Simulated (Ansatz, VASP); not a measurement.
**Two plane-wave programs on WS2**

INCAR

```
SYSTEM = WS2
PREC = Accurate
ENCUT = 520
EDIFF = 1E-6
ISMEAR = 0
SIGMA = 0.05
LREAL = .FALSE.
LASPH = .TRUE.
NELM = 80
ALGO = Normal
ISIF = 2
LWAVE = .FALSE.
LCHARG = .TRUE.
GGA = PS
LELF = .TRUE.
LVHAR = .TRUE.
NBANDS = 20
```

File KPOINTS:

```
Automatic mesh
0
G
  12 12 12
  0 0 0
```

POSCAR

```
WS2
1.0
    1.5501963512      0.8950062807      6.2749077711
   -1.5501963512      0.8950062807      6.2749077711
    0.0000000000     -1.7900125614      6.2749077711
W S
1 2
Direct
    0.9993284863      0.9993284863      0.9993284863
    0.7479630314      0.7479630314      0.7479630314
    0.5840084823      0.5840084823      0.5840084823
```

Input for Ansatz:

```yaml
crystal:
  lattice:
    - [1.5501963512, 0.8950062807, 6.2749077711]
    - [-1.5501963512, 0.8950062807, 6.2749077711]
    - [0.0, -1.7900125614, 6.2749077711]
  atoms:
    - { symbol: W, position: [0.9993284863, 0.9993284863, 0.9993284863] }
    - { symbol: S, position: [0.7479630314, 0.7479630314, 0.7479630314] }
    - { symbol: S, position: [0.5840084823, 0.5840084823, 0.5840084823] }
basis:
  ecutwfc: 420
kpoints:
  mp_grid: { grid: [12, 12, 12] }
hamiltonian:
  xc: pbesol
scf:
  occupations: { method: gaussian, width: 0.05 }
output:
  forces: true
  stress: true
  eigenvalues: true
```

Change from the starting cell: strain -0.015 along x and y, -0.015 along z, atoms carried along.

Alike in both runs: task single point; functional PBEsol; k mesh 12 × 12 × 12; occupations gaussian, width 0.05 eV; no spin polarisation.

```csv
,VASP,Ansatz
version,VASP 6.6.1,Ansatz 0.2.0
potentials or method,"VASP PAW PBE potentials, release 64 (W_sv, S), cutoff 520 eV","scalar-relativistic, plane waves, PAW"
valence electrons in the cell,26,26
```

|  | VASP | Ansatz | Ansatz less VASP |
| --- | --- | --- | --- |
| gap on the k mesh at the Fermi level (eV) | 1.14 | 1.12 | -0.017 |
| least direct gap on the mesh (eV) | 2.05 | 2.04 | -0.006 |
| pressure (GPa) | 8.4 | 8.2 | -0.15 |
| traceless stress, the component that is largest in VASP (GPa) | 0.44 | 0.43 | -0.009 |
| rms of the force components (eV/Å) | 0.425 | 0.414 | -0.0108 |

VASP's potentials were made for PBE, not for PBEsol. Atom by atom the forces differ by 0.011 eV/Å (rms over components). With one functional, cell and mesh, what is left measures potentials, basis and numerics.

Spin-orbit coupling is off throughout.
